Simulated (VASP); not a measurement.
Here is a VASP 6.6.1 calculation.

The input INCAR:

```
PREC = Accurate
ENCUT = 520
EDIFF = 1E-7
ISMEAR = 0
SIGMA = 0.15
LREAL = False
LASPH = True
NELM = 60
ALGO = Normal
ISIF = 2
LWAVE = False
LCHARG = True
GGA = PE
LELF = True
LVHAR = True
NBANDS = 21
```

KPOINTS

```
Automatic mesh
0
Gamma
  12 12 12
```

Contents of POSCAR:

```
Sn
1.0
    0.0000000000      3.1969160000      3.1969160000
    3.1969160000      0.0000000000      3.1969160000
    3.1969160000      3.1969160000      0.0000000000
Sn
2
Direct
    0.5000000000      0.5000000000      0.5000000000
    0.7500000000      0.7500000000      0.7500000000
```

Potentials or basis: VASP PAW PBE potentials, release 64 (Sn_d).

Command:

```bash
$ cat potpaw_PBE.64/Sn_d/POTCAR > POTCAR
$ mpirun -np 1 vasp_std > vasp.out
```

**Question.** Predict the band gap on the k mesh.

**Answer.** Zero (filled and empty bands overlap).

**Question.** Predict the pressure.

**Answer.** 5.7 GPa.

Caveat: the cell differs from its parent crystal (strain -0.015 along x and y, -0.015 along z); the cell stands under pressure; spin-orbit coupling is left out, which moves the levels of the heavy elements.
